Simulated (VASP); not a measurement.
Wanted: the native input for a VASP 6.6.1 run.

```
Task                   : single point
Functional             : RPBE
Potentials or basis    : VASP PAW PBE potentials, release 64 (P)
Cutoff                 : 520 eV
k mesh                 : 14 × 14 × 14
Occupations            : fermi-dirac, width 0.1 eV
Spin                   : no spin polarisation
Dipole correction      : no
Further INCAR settings : ALGO = Normal; EDIFF = 1e-07; NBANDS = 8
```

The structure of P lies in POSCAR:

```
P
1.0
    2.4230723691      0.0000000000      0.0000000000
    0.0000000000      2.4230723691      0.0000000000
    0.0000000000      0.0000000000      2.4230723691
P
1
Direct
    0.0000000000      0.0000000000      0.0000000000
```

This cell differs from its parent crystal: volume scaled by 0.96.

The input as run:

INCAR

```
SYSTEM = P
PREC     = Accurate       ! precision mode
ENCUT    = 520            ! plane-wave cutoff, eV
EDIFF    = 1E-7           ! SCF threshold, eV
ISMEAR   = -1             ! smearing method
SIGMA    = 0.1            ! smearing width, eV
LREAL    = .FALSE.        ! projectors in reciprocal space
LASPH    = .TRUE.         ! aspherical terms in the spheres
NELM     = 60             ! most SCF steps
ALGO     = Normal         ! electronic algorithm
ISIF     = 2              ! what is computed and relaxed
LWAVE    = .FALSE.        ! write WAVECAR
LCHARG   = .FALSE.        ! write CHGCAR
GGA      = RP             ! functional
NBANDS   = 8              ! bands
```

KPOINTS

```
Automatic mesh
0
G
  14 14 14
  0 0 0
```

Potentials or basis: VASP PAW PBE potentials, release 64 (P).

Run with:

```console
$ cat potpaw_PBE.64/P/POTCAR > POTCAR
$ mpirun -np 1 vasp_std > vasp.out
```

It gave:

```
Pressure : 4.7 GPa
```

Caveat: the PAW data sets were made with another functional, which shifts forces and pressure a little.

It took 8 s on 1 thread of Intel(R) Xeon(R) Platinum 8259CL CPU @ 2.50GHz (Skylake/Cascade Lake) (shared host), peak memory 0.12 GiB.
